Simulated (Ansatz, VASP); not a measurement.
MgSb2 in VASP and in Ansatz

The input INCAR:

```
  PREC = Accurate
  ENCUT = 520
  EDIFF = 1E-6
  ISMEAR = -1
  SIGMA = 0.1
  LREAL = False
  LASPH = True
  NELM = 80
  ALGO = Normal
  ISIF = 2
  LWAVE = False
  LCHARG = False
  GGA = PS
  NBANDS = 21
```

The input KPOINTS:

```
regular mesh
0
Gamma
  4 4 4
```

POSCAR

```
MgSb2
1.0
    4.6660913990     -2.9213306804      0.0000000000
    4.6660913990      2.9213306804      0.0000000000
    0.0000000000      0.0000000000      5.5693183292
Mg Sb
2 4
Direct
    0.3158800000      0.6841200000      0.7500000000
    0.6841200000      0.3158800000      0.2500000000
    0.6345700000      0.0337800000      0.7500000000
    0.9662200000      0.3654300000      0.7500000000
    0.0337800000      0.6345700000      0.2500000000
    0.3654300000      0.9662200000      0.2500000000
```

Input for Ansatz:

```yaml
crystal:
  lattice:
    - [4.66609139901822, -2.9213306804106156, 0.0]
    - [4.66609139901822, 2.9213306804106156, 0.0]
    - [0.0, 0.0, 5.569318329223141]
  atoms:
    - { symbol: Mg, position: [0.31588, 0.68412, 0.75] }
    - { symbol: Mg, position: [0.68412, 0.31588, 0.25] }
    - { symbol: Sb, position: [0.63457, 0.03378, 0.75] }
    - { symbol: Sb, position: [0.96622, 0.36543, 0.75] }
    - { symbol: Sb, position: [0.03378, 0.63457, 0.25] }
    - { symbol: Sb, position: [0.36543, 0.96622, 0.25] }
basis:
  ecutwfc: 571.4391111657479
kpoints:
  mp_grid:
    grid: [4, 4, 4]
hamiltonian:
  xc: pbesol
scf:
  occupations:
    method: fermi_dirac
    width: 0.1
output:
  stress: true
```

Alike in both runs: task single point; functional PBEsol; k mesh 4 × 4 × 4; occupations fermi-dirac, width 0.1 eV; no spin polarisation.

|  | VASP | Ansatz |
| --- | --- | --- |
| version | VASP 6.6.1 | Ansatz 0.2.0 |
| potentials or method | VASP PAW PBE potentials, release 64 (Mg, Sb), cutoff 520 eV | plane waves, PAW |
| valence electrons in the cell | 24 | 80 |

|  | VASP | Ansatz | Ansatz less VASP |
| --- | --- | --- | --- |
| pressure (GPa) | -1.2 | -1.3 | -0.04 |
| traceless stress, the component that is largest in VASP (GPa) | 1.82 | 1.76 | -0.057 |

VASP's potentials were made for PBE, not for PBEsol. With one functional, cell and mesh, what is left measures potentials, basis and numerics. VASP's potentials hold 24 valence electrons a cell and Ansatz's 80, so a difference there can come from the potentials and not from the codes.

Spin-orbit coupling is off throughout.
